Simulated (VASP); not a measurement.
# C15N (a cell with a defect) in VASP: notebook

Runs on C15N (a cell with a defect). Level: PBE. Tasks: single point, relaxation of the atoms.

All numbers are computed with VASP 6.6.1; they aren't measurements. Logs are shortened: lines on timing, memory, paths and dates and some standing lists are left out, and cuts for length are marked.

### Step 1. The cell of the first run

The cell holds a defect, 16 atoms: a = 4.933 Å, b = 4.933 Å, c = 8.465 Å, α = 90.00°, β = 90.00°, γ = 120.00°.

### Step 2. Single point, PBE

Input file INCAR:

```
SYSTEM = C15N
PREC = Accurate ; ENCUT = 520
EDIFF = 1E-7 ; ISMEAR = 0
SIGMA = 0.1 ; LREAL = Auto
LASPH = .True. ; NELM = 60
ALGO = Normal ; ISIF = 2
LWAVE = .False. ; LCHARG = .False.
GGA = PE ; NBANDS = 46
```

Input file KPOINTS:

```
regular mesh
0
Gamma
  9 9 5
  0 0 0
```

Input file POSCAR:

```
C15N
1.0
   -4.9330655670      0.0000000001      0.0000000000
    2.4665327835     -4.2721600996      0.0000000000
    0.0000000000      0.0000000000      8.4654494173
N C
1 15
Direct
    0.5000000000      0.5000000000      0.2500000000
    0.5009391362      0.0004695681      0.2500000000
   -0.0004695681      0.4990608638      0.2500000000
   -0.0004695681      0.0004695681      0.2500000000
    0.5000000000      0.5000000000      0.7500000000
    0.4999924319     -0.0000037841      0.7500000000
    0.0000037841      0.5000075681      0.7500000000
    0.0000037841     -0.0000037841      0.7500000000
    0.3331255658      0.1662511317      0.2500000000
    0.3331255658      0.6668744342      0.2500000000
    0.8333333333      0.1666666667      0.2500000000
    0.8337488683      0.6668744342      0.2500000000
    0.1666433213      0.3333216607      0.7500000000
    0.1666666667      0.8333333333      0.7500000000
    0.6666783393      0.3333216607      0.7500000000
    0.6666783393      0.8333566787      0.7500000000
```

Potentials or basis: VASP PAW PBE potentials, release 64 (N, C).

On the command line:

```bash
> cat potpaw_PBE.64/N/POTCAR potpaw_PBE.64/C/POTCAR > POTCAR
> mpirun -np 1 vasp_std > vasp.out
```

OUTCAR:

```text
SYSTEM = C15N
   PREC = Accurate
   ENCUT = 520
   EDIFF = 1E-7
   ISMEAR = 0
   LREAL = Auto
   LASPH = .True.
   NELM = 60
   ISIF = 2
   GGA = PE

 ion  position               nearest neighbor table
   1  0.500  0.500  0.250-  12 1.43   9 1.43  10 1.43
   2  0.501  0.000  0.250-  11 1.42  10 1.43   9 1.43
   3  1.000  0.499  0.250-  11 1.42  10 1.43  12 1.43
   4  1.000  0.000  0.250-  11 1.42   9 1.43  12 1.43
   5  0.500  0.500  0.750-  15 1.42  13 1.42  16 1.42
   6  0.500  1.000  0.750-  16 1.42  15 1.42  14 1.42
[... 8 lines left out ...]
  15  0.667  0.333  0.750-   7 1.42   6 1.42   5 1.42
  16  0.667  0.833  0.750-   6 1.42   8 1.42   5 1.42

  LATTYP: Found a hexagonal cell.
 ALAT       =     4.9330655670
 C/A-ratio  =     1.7160626191

  Lattice vectors:

 A1 = (  -4.9330655670,   0.0000000001,   0.0000000000)
 A2 = (   2.4665327835,  -4.2721600996,   0.0000000000)
 A3 = (   0.0000000000,   0.0000000000,   8.4654494173)

Analysis of symmetry for initial positions (statically):
=====================================================================
 Subroutine PRICEL returns:
 Original cell was already a primitive cell.

 Routine SETGRP: Setting up the symmetry group for a
 hexagonal supercell.

 Subroutine GETGRP returns: Found 12 space group operations
 (whereof  2 operations were pure point group operations)
 out of a pool of 24 trial point group operations.

The static configuration has the point symmetry C_1h.
 The point group associated with its full space group is D_3h.

Analysis of symmetry for dynamics (positions and initial velocities):
=====================================================================
 Subroutine PRICEL returns:
 Original cell was already a primitive cell.

 Routine SETGRP: Setting up the symmetry group for a
 hexagonal supercell.

 Subroutine GETGRP returns: Found 12 space group operations
 (whereof  2 operations were pure point group operations)
 out of a pool of 24 trial point group operations.

The dynamic configuration has the point symmetry C_1h.
 The point group associated with its full space group is D_3h.

 Subroutine INISYM returns: Found 12 space group operations
 (whereof  2 operations are pure point group operations),
 and found     1 'primitive' translations

----------------------------------------------------------------------------------------

                                     Primitive cell

  volume of cell :     178.4080

  direct lattice vectors                    reciprocal lattice vectors
    -4.933065567  0.000000000  0.000000000    -0.202713705 -0.117036812  0.000000000
     2.466532783 -4.272160100  0.000000000    -0.000000000 -0.234073625  0.000000000
     0.000000000  0.000000000  8.465449417     0.000000000  0.000000000  0.118127219

  length of vectors
     4.933065567  4.933065567  8.465449417     0.234073625  0.234073625  0.118127219

  position of ions in fractional coordinates (direct lattice)
     0.500000000  0.500000000  0.250000000
     0.500939136  0.000469568  0.250000000
     0.999530432  0.499060864  0.250000000
     0.999530432  0.000469568  0.250000000
     0.500000000  0.500000000  0.750000000
     0.499992432  0.999996216  0.750000000
[... 8 lines left out ...]
     0.666678339  0.333321661  0.750000000
     0.666678339  0.833356679  0.750000000

  ion indices of the primitive-cell ions
   primitive index   ion index
                 1           1
                 2           2
                 3           3
                 4           4
                 5           5
                 6           6
[... 8 lines left out ...]
                15          15
                16          16

----------------------------------------------------------------------------------------

 KPOINTS: regular mesh

Automatic generation of k-mesh.
 Grid dimensions read from file:
 generate k-points for:    9    9    5

 Generating k-lattice:

  Cartesian coordinates                     Fractional coordinates (reciprocal lattice)
    -0.022523745 -0.013004090  0.000000000     0.111111111  0.000000000  0.000000000
    -0.000000000 -0.026008181  0.000000000     0.000000000  0.111111111  0.000000000
     0.000000000  0.000000000  0.023625444     0.000000000  0.000000000  0.200000000

  Length of vectors
     0.026008181  0.026008181  0.023625444

  Shift w.r.t. Gamma in fractional coordinates (k-lattice)
     0.000000000  0.000000000  0.000000000

 Subroutine IBZKPT returns following result:
 ===========================================

 Found     36 irreducible k-points:

 Following reciprocal coordinates:
            Coordinates               Weight
  0.000000  0.000000  0.000000      1.000000
  0.111111  0.000000  0.000000      6.000000
  0.222222  0.000000  0.000000      6.000000
  0.333333  0.000000  0.000000      6.000000
  0.444444  0.000000  0.000000      6.000000
  0.111111  0.111111  0.000000      6.000000
[... 16 lines left out ...]
  0.333333  0.222222  0.200000     24.000000
  0.333333  0.333333  0.200000      4.000000
 [... further k-points ...]
   k-points           NKPTS =     36   k-points in BZ     NKDIM =     36   number of bands    NBANDS=     46
   number of dos      NEDOS =    301   number of ions     NIONS =     16
   total plane-waves  NPLWV = 102400
   dimension x,y,z NGX =    40 NGY =   40 NGZ =   64
   dimension x,y,z NGXF=    80 NGYF=   80 NGZF=  128
   ions per type =               1  15
   NGX,Y,Z   is equivalent  to a cutoff of  13.48, 13.48, 12.57 a.u.
   NGXF,Y,Z  is equivalent  to a cutoff of  26.96, 26.96, 25.14 a.u.
 SYSTEM =  C15N
   PREC   = accura    normal or accurate (medium, high low for compatibility)
   ISTART =      0    job   : 0-new  1-cont  2-samecut
   ICHARG =      2    charge: 1-file 2-atom 10-const
   ISPIN  =      1    spin polarized calculation?
   LNONCOLLINEAR =      F non collinear calculations
   LSORBIT =      F    spin-orbit coupling
   LASPH  =      T    aspherical Exc in radial PAW
   ENCUT  =  520.0 eV  38.22 Ry    6.18 a.u.   9.17  9.17 15.74*2*pi/ulx,y,z
   NELM   =     60;   NELMIN=  2; NELMDL= -5     # of ELM steps
   EDIFF  = 0.1E-06   stopping-criterion for ELM
   LREAL  =      T    real-space projection
   EDIFFG = 0.1E-05   stopping-criterion for IOM
   NSW    =      0    number of steps for IOM
   IBRION =     -1    ionic relax: 0-MD 1-quasi-New 2-CG
   NFREE  =      0    steps in history (QN), initial steepest desc. (CG)
   ISIF   =      2    stress and relaxation
   ISYM   =      2    0-nonsym 1-usesym 2-fastsym
   POTIM  = 0.5000    time-step for ionic-motion
   TEBEG  =    0.0;   TEEND  =   0.0 temperature during run
   PSTRESS=    0.0 pullay stress
   NELECT =      65.0000    total number of electrons
   NUPDOWN=      -1.0000    fix difference up-down
   EMIN   =  10.00;   EMAX   =-10.00  energy-range for DOS
   EFERMI =   0.00;   METHOD = LEGACY
   ISMEAR =     0;   SIGMA  =   0.10  broadening in eV -4-tet -1-fermi 0-gaus
   EFERMI_NEDOS =   21; number of points for ismear=-14 and -15
   IALGO  =     38    algorithm
   IMIX   =      4    mixing-type and parameters
     AMIX     =   0.40;   BMIX     =  1.00
     AMIX_MAG =   1.60;   BMIX_MAG =  1.00
  volume/ion in A,a.u.               =      11.15        75.25
  Fermi-wavevector in a.u.,A,eV,Ry     =   1.169251  2.209564 18.601181  1.367148
  Thomas-Fermi vector in A             =   2.305727
   LORBIT       =      0    0 simple, 1 ext, 2 COOP (PROOUT), +10 PAW based schemes
   GGA     = PE    functional components
   LHFCALC =     F    Hartree Fock is set to
   AEXX    =    0.0000 exact exchange contribution
   IVDW    =     0    specifies the selected vdW correction
   LEPSILON=     F    determine dielectric tensor
   LRPA    =     F    only Hartree local field effects (RPA)
 non-spin polarized calculation
 Gauss-broadening in eV      SIGMA  =   0.10
  energy-cutoff  :      520.00
  volume of cell :      178.41
 maximum number of plane-waves:      4833
 NGX is ok and might be reduce to    40
   NGX = 19   NGY = 19   NGZ = 31

 number of electron      64.9999998 magnetization

 Free energy of the ion-electron system (eV)
  ---------------------------------------------------
  ext. energy  EPLUGINS =         0.00000000
  ---------------------------------------------------
  free energy    TOTEN  =      -145.64446719 eV

  energy without entropy =     -145.62433422  energy(sigma->0) =     -145.63440071

 E-fermi :   3.6534     XC(G=0):  -8.7745

 val. band max:        3.6480351158   @ k =   0.2222   0.1111   0.0000
 cond. band min:       3.7302357895   @ k =   0.3333   0.1111   0.4000
 fundamental gap:      0.0822006737
 Fermi energy:         3.6534033981

 k-point     1 :       0.0000    0.0000    0.0000
  band No.  band energies     occupation
      1     -18.7565      2.00000
      2     -16.3869      2.00000
      3     -14.3203      2.00000
      4     -12.1491      2.00000
      5     -12.1491      2.00000
      6     -11.1646      2.00000
[... 36 lines left out ...]
     43       9.4045      0.00000
     44      10.3120      0.00000

 k-point     2 :       0.1111    0.0000    0.0000
  band No.  band energies     occupation
      1     -18.7140      2.00000
      2     -16.3140      2.00000
      3     -14.4932      2.00000
      4     -12.4846      2.00000
      5     -12.3711      2.00000
      6     -11.9004      2.00000
[... 36 lines left out ...]
     43       9.7116      0.00000
     44      10.3713      0.00000

 k-point     3 :       0.2222    0.0000    0.0000
  band No.  band energies     occupation
      1     -18.5970      2.00000
      2     -16.0956      2.00000
      3     -14.8936      2.00000
      4     -13.0277      2.00000
      5     -12.8979      2.00000
      6     -12.7045      2.00000
[... 36 lines left out ...]
     43      10.4774      0.00000
     44      10.5538      0.00000

 k-point     4 :       0.3333    0.0000    0.0000
  band No.  band energies     occupation
      1     -18.4424      2.00000
      2     -15.7328      2.00000
      3     -15.3220      2.00000
      4     -13.8027      2.00000
      5     -13.4110      2.00000
      6     -12.9542      2.00000
[... 882 lines left out ...]
     43       9.9488      0.00000
     44      10.5013      0.00000

 k-point    23 :       0.3333    0.2222    0.2000
  band No.  band energies     occupation
      1     -18.2745      2.00000
      2     -15.4210      2.00000
      3     -15.0114      2.00000
      4     -14.6878      2.00000
      5     -14.3688      2.00000
      6     -13.7336      2.00000
[... 36 lines left out ...]
     43       9.9139      0.00000
     44      10.4357      0.00000

 k-point    24 :       0.3333    0.3333    0.2000
  band No.  band energies     occupation
      1     -18.2416      2.00000
      2     -15.2198      2.00000
      3     -15.1053      2.00000
      4     -14.4419      2.00000
      5     -14.4395      2.00000
      6     -14.4388      2.00000
[... 36 lines left out ...]
     43       9.4948      0.00000
     44      10.6991      0.00000

 [... further k-points ...]

 [bands above 44 left out]

------------------------ aborting loop because EDIFF is reached ----------------------------------------

  FORCE on cell =-STRESS in cart. coord.  units (eV):
  Direction    XX          YY          ZZ          XY          YZ          ZX
  --------------------------------------------------------------------------------------
  -------------------------------------------------------------------------------------
  Total       -3.7066026     -3.7066026     -0.0709200      0.0000000     -0.0000000     -0.0000000
  in kB      -33.2868104    -33.2868104     -0.6368907      0.0000000     -0.0000000     -0.0000000
  external PRESSURE =     -22.4035038 kB  Pullay stress =       0.0000000 kB

 VOLUME and BASIS-vectors are now :
 -----------------------------------------------------------------------------
  energy-cutoff  :      520.00
  volume of cell :      178.41
      direct lattice vectors                 reciprocal lattice vectors
    -4.933065567  0.000000000  0.000000000    -0.202713705 -0.117036812  0.000000000
     2.466532783 -4.272160100  0.000000000    -0.000000000 -0.234073625  0.000000000
     0.000000000  0.000000000  8.465449417     0.000000000  0.000000000  0.118127219

 POSITION                                       TOTAL-FORCE (eV/Angst)
 -----------------------------------------------------------------------------------
     -1.23327     -2.13608      2.11636         0.000000      0.000000     -0.000000
     -2.47001     -0.00201      2.11636         0.001649      0.000952      0.000000
     -3.69980     -2.13207      2.11636         0.000000     -0.001904     -0.000000
     -4.92959     -0.00201      2.11636        -0.001649      0.000952     -0.000000
     -1.23327     -2.13608      6.34909         0.000000      0.000000     -0.000000
      0.00003     -4.27214      6.34909        -0.000664     -0.000383     -0.000000
[... 8 lines left out ...]
     -2.46662     -1.42400      6.34909        -0.000736      0.000425     -0.000000
     -1.23327     -3.56023      6.34909         0.000000     -0.000850     -0.000000
 -----------------------------------------------------------------------------------
    total drift:                               -0.000001      0.000000      0.000000

  FREE ENERGIE OF THE ION-ELECTRON SYSTEM (eV)
  ---------------------------------------------------
  free  energy   TOTEN  =      -145.6444671909 eV

  energy  without entropy=     -145.6243342224  energy(sigma->0) =     -145.63440071
```

Run time: 3 min. Hardware: 1 thread of AMD EPYC 9R45 (Zen 5), shared host; peak memory 0.36 GiB.

Results:

* Free energy: -145.6445 eV
* Pressure: -2.2 GPa
* Largest force: 0.004 eV/Å
* Band gap on the k mesh: zero (an odd number of electrons rules out a gap without spin polarisation)

Forces on the atoms (eV/Å):
```
N    0.000  0.000  0.000
C    0.002  0.001  0.000
C    0.000 -0.002  0.000
C   -0.002  0.001  0.000
C    0.000  0.000  0.000
C   -0.001  0.000  0.000
C    0.000  0.001  0.000
C    0.001  0.000  0.000
C    0.000  0.004  0.000
C    0.004 -0.002  0.000
C    0.000  0.000  0.000
C   -0.004 -0.002  0.000
C    0.001  0.000  0.000
C    0.000  0.000  0.000
C   -0.001  0.000  0.000
C    0.000 -0.001  0.000
```

Levels at points of the mesh, in eV from the Fermi level:
```
           k point  band 30  band 31  band 32  band 33  band 34  band 35  band 36  band 37
(0.00, 0.00, 0.00)    -2.90    -2.89    -2.89    -0.20     0.54     0.54     1.16     1.16
```

[end of part 1 of 2]
